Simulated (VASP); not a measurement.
Wanted: the native input for a VASP 6.6.1 run.

* Task: single point
* Functional: PBE
* Potentials or basis: VASP PAW PBE potentials, release 64 (Te)
* Cutoff: 520 eV
* k mesh: 9 × 9 × 6
* Occupations: fermi-dirac, width 0.08 eV
* Spin: no spin polarisation
* Dipole correction: no
* Further INCAR settings: ALGO = Normal; EDIFF = 1e-07; NBANDS = 16

The structure of Te lies in POSCAR:

```
Te
1.0
    4.4579994587      0.0000000000      0.0000000000
   -2.2289997294      3.8607407813      0.0000000000
    0.0000000000      0.0000000000      6.1027500000
Te
3
Direct
    0.7450000000      0.0000000000      0.3333333333
    0.0000000000      0.7450000000      0.6666666667
    0.2550000000      0.2550000000      0.0000000000
```

This cell differs from its parent crystal: zz strain of +3 %.

One way to write it, as run:

INCAR

```
PREC     = Accurate       # precision mode
ENCUT    = 520            # plane-wave cutoff, eV
EDIFF    = 1E-7           # SCF threshold, eV
ISMEAR   = -1             # smearing method
SIGMA    = 0.08           # smearing width, eV
LREAL    = False          # projectors in reciprocal space
LASPH    = True           # aspherical terms in the spheres
NELM     = 60             # most SCF steps
ALGO     = Normal         # electronic algorithm
ISIF     = 2              # what is computed and relaxed
LWAVE    = False          # write WAVECAR
LCHARG   = False          # write CHGCAR
GGA      = PE             # functional
NBANDS   = 16             # bands
```

KPOINTS

```
Automatic mesh
0
Gamma
  9 9 6
```

Potentials or basis: VASP PAW PBE potentials, release 64 (Te).

Command:

```console
$ cat potpaw_PBE.64/Te/POTCAR > POTCAR
$ mpirun -np 1 vasp_std > vasp.out
```

Results of the run:

| Quantity | Value |
| --- | --- |
| Pressure | 1.1 GPa |
| Largest force | 0.375 eV/Å |
| Band gap on the k mesh | zero (filled and empty bands touch) |

Caveat: the cell differs from its parent crystal (zz strain of +3 %); spin-orbit coupling is left out, which moves the levels of the heavy elements.

Wall time 39 s on 1 thread of Intel(R) Xeon(R) Platinum 8559C (Emerald Rapids) (shared host), peak memory 0.27 GiB.
